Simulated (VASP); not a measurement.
# V (P6_3/mmc) in VASP: notebook

Runs on V. Level: PBEsol. Tasks: single point.

Everything below comes from runs of VASP 6.6.1. Logs are shortened: lines on timing, memory, paths and dates and some standing lists are left out, and cuts for length are marked.

### Step 1. The cell of the first run

It takes space group P6_3/mmc (No. 194, hexagonal). Conventional cell: a = 2.469 Å, b = 2.469 Å, c = 4.447 Å, α = 90.00°, β = 90.00°, γ = 120.00°. V (site symmetry -6m2) has 12 V at 2.47 to 2.64 Å within 3.3 Å.

This isn't the form of V at room conditions, which is bcc.

### Step 2. Single point, PBEsol (11.74 Å³/atom)

File INCAR:

```
PREC = Accurate
ENCUT = 520
EDIFF = 1E-6
ISMEAR = -1
SIGMA = 0.1
LREAL = F
LASPH = T
NELM = 100
ALGO = Normal
ISIF = 2
LWAVE = F
LCHARG = F
GGA = PS
NBANDS = 20
```

File KPOINTS:

```
Automatic mesh
0
Gamma
  23 23 11
```

File POSCAR:

```
V
1.0
    2.4688986510      0.0000000000      0.0000000000
   -1.2344493255      2.1381289511      0.0000000000
    0.0000000000      0.0000000000      4.4470846553
V
2
Direct
    0.3333333333      0.6666666667      0.2500000000
    0.6666666667      0.3333333333      0.7500000000
```

Potentials or basis: VASP PAW PBE potentials, release 64 (V_sv).

The run is started by

```console
cat potpaw_PBE.64/V_sv/POTCAR > POTCAR
mpirun -np 1 vasp_std > vasp.out
```

OUTCAR:

```text
PREC = Accurate
   ENCUT = 520
   EDIFF = 1E-6
   ISMEAR = -1
   LREAL = F
   LASPH = T
   NELM = 100
   ISIF = 2
   GGA = PS

 ion  position               nearest neighbor table
   1  0.333  0.667  0.250-   2 2.64   2 2.64   2 2.64   2 2.64   2 2.64   2 2.64
   2  0.667  0.333  0.750-   1 2.64   1 2.64   1 2.64   1 2.64   1 2.64   1 2.64

  LATTYP: Found a hexagonal cell.
 ALAT       =     2.4688986510
 C/A-ratio  =     1.8012422881

  Lattice vectors:

 A1 = (   2.4688986510,   0.0000000000,   0.0000000000)
 A2 = (  -1.2344493255,   2.1381289511,   0.0000000000)
 A3 = (   0.0000000000,   0.0000000000,   4.4470846553)

Analysis of symmetry for initial positions (statically):
=====================================================================
 Subroutine PRICEL returns:
 Original cell was already a primitive cell.

 Routine SETGRP: Setting up the symmetry group for a
 hexagonal supercell.

 Subroutine GETGRP returns: Found 24 space group operations
 (whereof 12 operations were pure point group operations)
 out of a pool of 24 trial point group operations.

The static configuration has the point symmetry D_3d.
 The point group associated with its full space group is D_6h.

Analysis of symmetry for dynamics (positions and initial velocities):
=====================================================================
 Subroutine PRICEL returns:
 Original cell was already a primitive cell.

 Routine SETGRP: Setting up the symmetry group for a
 hexagonal supercell.

 Subroutine GETGRP returns: Found 24 space group operations
 (whereof 12 operations were pure point group operations)
 out of a pool of 24 trial point group operations.

The dynamic configuration has the point symmetry D_3d.
 The point group associated with its full space group is D_6h.

 Subroutine INISYM returns: Found 24 space group operations
 (whereof 12 operations are pure point group operations),
 and found     1 'primitive' translations

----------------------------------------------------------------------------------------

                                     Primitive cell

  volume of cell :      23.4754

  direct lattice vectors                    reciprocal lattice vectors
     2.468898651  0.000000000  0.000000000     0.405038903  0.233849319  0.000000000
    -1.234449325  2.138128951  0.000000000     0.000000000  0.467698639  0.000000000
     0.000000000  0.000000000  4.447084655     0.000000000  0.000000000  0.224866419
[... 79 lines left out ...]
   LNONCOLLINEAR =      F non collinear calculations
   LSORBIT =      F    spin-orbit coupling
   LASPH  =      T    aspherical Exc in radial PAW
   ENCUT  =  520.0 eV  38.22 Ry    6.18 a.u.   4.59  4.59  8.27*2*pi/ulx,y,z
   NELM   =    100;   NELMIN=  2; NELMDL= -5     # of ELM steps
   EDIFF  = 0.1E-05   stopping-criterion for ELM
   LREAL  =      F    real-space projection
   EDIFFG = 0.1E-04   stopping-criterion for IOM
   NSW    =      0    number of steps for IOM
   IBRION =     -1    ionic relax: 0-MD 1-quasi-New 2-CG
   NFREE  =      0    steps in history (QN), initial steepest desc. (CG)
   ISIF   =      2    stress and relaxation
   ISYM   =      2    0-nonsym 1-usesym 2-fastsym
   POTIM  = 0.5000    time-step for ionic-motion
   TEBEG  =    0.0;   TEEND  =   0.0 temperature during run
   PSTRESS=    0.0 pullay stress
   NELECT =      26.0000    total number of electrons
   NUPDOWN=      -1.0000    fix difference up-down
   EMIN   =  10.00;   EMAX   =-10.00  energy-range for DOS
   EFERMI =   0.00;   METHOD = LEGACY
   ISMEAR =    -1;   SIGMA  =   0.10  broadening in eV -4-tet -1-fermi 0-gaus
   EFERMI_NEDOS =   21; number of points for ismear=-14 and -15
   IALGO  =     38    algorithm
   IMIX   =      4    mixing-type and parameters
     AMIX     =   0.40;   BMIX     =  1.00
     AMIX_MAG =   1.60;   BMIX_MAG =  1.00
  volume/ion in A,a.u.               =      11.74        79.21
  Fermi-wavevector in a.u.,A,eV,Ry     =   1.693799  3.200815 39.034484  2.868954
  Thomas-Fermi vector in A             =   2.775139
   LORBIT       =      0    0 simple, 1 ext, 2 COOP (PROOUT), +10 PAW based schemes
   GGA     = PS    functional components
   LHFCALC =     F    Hartree Fock is set to
   AEXX    =    0.0000 exact exchange contribution
   IVDW    =     0    specifies the selected vdW correction
   LEPSILON=     F    determine dielectric tensor
   LRPA    =     F    only Hartree local field effects (RPA)
 non-spin polarized calculation
  energy-cutoff  :      520.00
  volume of cell :       23.48
 maximum number of plane-waves:       659
   NGX =  9   NGY =  9   NGZ = 17

 number of electron      25.9999997 magnetization

 Free energy of the ion-electron system (eV)
  ---------------------------------------------------
  ext. energy  EPLUGINS =         0.00000000
  ---------------------------------------------------
  free energy    TOTEN  =       -18.50745836 eV

  energy without entropy =      -18.41330935  energy(sigma->0) =      -18.46038385

 E-fermi :  11.7902     XC(G=0): -13.8172

 val. band max:       11.7858078224   @ k =   0.3478   0.1739   0.0909
 cond. band min:      11.7922178297   @ k =   0.1304   0.0000   0.0909
 fundamental gap:      0.0064100073
 Fermi energy:        11.7902086806

 k-point     1 :       0.0000    0.0000    0.0000
  band No.  band energies     occupation
      1     -51.8986      2.00000
      2     -51.6764      2.00000
      3     -26.3057      2.00000
      4     -25.1766      2.00000
      5     -25.0157      2.00000
      6     -25.0157      2.00000
[... 541 lines left out ...]
     19      15.3684      0.00000
     20      17.1655      0.00000

 [... further k-points ...]

------------------------ aborting loop because EDIFF is reached ----------------------------------------

  FORCE on cell =-STRESS in cart. coord.  units (eV):
  Direction    XX          YY          ZZ          XY          YZ          ZX
  --------------------------------------------------------------------------------------
  -------------------------------------------------------------------------------------
  Total        4.4518598      4.4518598      4.5610618      0.0000000     -0.0000000      0.0000000
  in kB      303.8361925    303.8361925    311.2891512      0.0000000     -0.0000000      0.0000000
  external PRESSURE =     306.3205120 kB  Pullay stress =       0.0000000 kB

 VOLUME and BASIS-vectors are now :
 -----------------------------------------------------------------------------
  energy-cutoff  :      520.00
  volume of cell :       23.48
      direct lattice vectors                 reciprocal lattice vectors
     2.468898651  0.000000000  0.000000000     0.405038903  0.233849319  0.000000000
    -1.234449325  2.138128951  0.000000000     0.000000000  0.467698639  0.000000000
     0.000000000  0.000000000  4.447084655     0.000000000  0.000000000  0.224866419

 POSITION                                       TOTAL-FORCE (eV/Angst)
 -----------------------------------------------------------------------------------
     -0.00000      1.42542      1.11177         0.000000      0.000000      0.000000
      1.23445      0.71271      3.33531        -0.000000      0.000000      0.000000
 -----------------------------------------------------------------------------------
    total drift:                                0.000000     -0.000000      0.000000

  FREE ENERGIE OF THE ION-ELECTRON SYSTEM (eV)
  ---------------------------------------------------
  free  energy   TOTEN  =       -18.5074583595 eV

  energy  without entropy=      -18.4133093482  energy(sigma->0) =      -18.46038385
```

It took 1.7 min on 1 thread of Intel Xeon 8259CL, shared host; peak memory 0.24 GiB.

Results:

| Property | Result |
| --- | --- |
| Free energy | -18.5075 eV |
| Pressure | 30.6 GPa |
| Band gap on the k mesh | zero (bands 13 and 14 overlap by 2.41 eV) |

Levels at points of the mesh, in eV from the Fermi level:
| k point | band 11 | band 12 | band 13 | band 14 | band 15 | band 16 |
| --- | --- | --- | --- | --- | --- | --- |
| (0.00, 0.00, 0.00) | -0.74 | 0.20 | 0.30 | 0.30 | 0.72 | 0.72 |

Caveat: the cell stands under pressure; the PAW data sets were made with another functional, which shifts forces and pressure a little.

### Step 3. Single point, PBEsol (12.27 Å³/atom)

This run uses another cell than the first one, of 12.27 Å³/atom.

File INCAR:

```
  PREC = Accurate
  ENCUT = 520
  EDIFF = 1E-7
  ISMEAR = -1
  SIGMA = 0.1
  LREAL = False
  LASPH = True
  NELM = 80
  ALGO = Normal
  ISIF = 2
  LWAVE = False
  LCHARG = False
  GGA = PS
  NBANDS = 20
```

File KPOINTS:

```
regular mesh
0
Gamma
  23 23 11
```

File POSCAR:

```
V
1.0
    2.5057533180      0.0000000000      0.0000000000
   -1.2528766590      2.1700460290      0.0000000000
    0.0000000000      0.0000000000      4.5134688402
V
2
Direct
    0.3333333333      0.6666666667      0.2500000000
    0.6666666667      0.3333333333      0.7500000000
```

Potentials or basis: VASP PAW PBE potentials, release 64 (V_sv).

The run is started by

```console
cat potpaw_PBE.64/V_sv/POTCAR > POTCAR
mpirun -np 1 vasp_std > vasp.out
```

It took 3.2 min on 1 thread of Intel Xeon 8259CL, shared host; peak memory 0.24 GiB.

Results (log left out):

- Free energy: -18.6703 eV
- Pressure: 18.5 GPa
- Band gap on the k mesh: zero (bands 13 and 14 overlap by 2.28 eV)

Stress tensor (GPa, compression positive):
```
18.36  0.00  0.00
 0.00 18.36  0.00
 0.00  0.00 18.73
```

Levels at points of the mesh, in eV from the Fermi level:
```csv
k point,band 10,band 11,band 12,band 13,band 14,band 15,band 16,band 17
"(0.00, 0.00, 0.00)",-3.76,-0.68,0.08,0.31,0.31,0.70,0.70,2.05
```

Caveat: the cell stands under pressure; the PAW data sets were made with another functional, which shifts forces and pressure a little.

### Step 4. Single point, PBEsol (12.80 Å³/atom)

This run uses another cell than the first one, of 12.80 Å³/atom.

File INCAR:

```
PREC     = Accurate       # precision mode
ENCUT    = 520            # plane-wave cutoff, eV
EDIFF    = 1E-7           # SCF threshold, eV
ISMEAR   = -1             # smearing method
SIGMA    = 0.1            # smearing width, eV
LREAL    = F              # projectors in reciprocal space
LASPH    = T              # aspherical terms in the spheres
NELM     = 100            # most SCF steps
ALGO     = Normal         # electronic algorithm
ISIF     = 2              # what is computed and relaxed
LWAVE    = F              # write WAVECAR
LCHARG   = F              # write CHGCAR
GGA      = PS             # functional
NBANDS   = 20             # bands
```

KPOINTS is that of step 3.

File POSCAR:

```
V
1.0
    2.5415546310      0.0000000000      0.0000000000
   -1.2707773155      2.2010508755      0.0000000000
    0.0000000000      0.0000000000      4.5779556790
V
2
Direct
    0.3333333333      0.6666666667      0.2500000000
    0.6666666667      0.3333333333      0.7500000000
```

The run is started by

```console
cat potpaw_PBE.64/V_sv/POTCAR > POTCAR
mpirun -np 1 vasp_std > vasp.out
```

Wall time 2.5 min (1 thread of Intel Xeon 8259CL, shared host); peak memory 0.25 GiB.

It converged, with:

```
Free energy            : -18.7595 eV
Pressure               : 8.5 GPa
Band gap on the k mesh : zero (bands 13 and 14 overlap by 2.12 eV)
```

Stress tensor (GPa, compression positive):
```
8.43 0.00 0.00
0.00 8.43 0.00
0.00 0.00 8.59
```

Levels at points of the mesh, in eV from the Fermi level:
| k point | band 11 | band 12 | band 13 | band 14 | band 15 | band 16 |
| --- | --- | --- | --- | --- | --- | --- |
| (0.00, 0.00, 0.00) | -0.62 | -0.02 | 0.32 | 0.32 | 0.69 | 0.69 |

Caveat: the cell stands under pressure; the PAW data sets were made with another functional, which shifts forces and pressure a little.

### Step 5. Summary

| cell | gap on the mesh (eV) | pressure (GPa) |
| --- | --- | --- |
| a = 2.469, b = 2.469, c = 4.447 Å, angles 90.0, 90.0, 120.0°, 2 atoms | none | 30.6 |
| a = 2.506, b = 2.506, c = 4.513 Å, angles 90.0, 90.0, 120.0°, 2 atoms | none | 18.5 |
| a = 2.542, b = 2.542, c = 4.578 Å, angles 90.0, 90.0, 120.0°, 2 atoms | none | 8.5 |

Alike in all rows: task single point; level PBEsol; potentials or basis VASP PAW PBE potentials, release 64 (V_sv); no spin polarisation; k mesh 23 × 23 × 11; cutoff (eV) 520; smearing fermi-dirac 0.1 eV.

Caveats: the cell stands under pressure; the PAW data sets were made with another functional, which shifts forces and pressure a little.

Absolute energies hang on the potentials; compare differences alone.
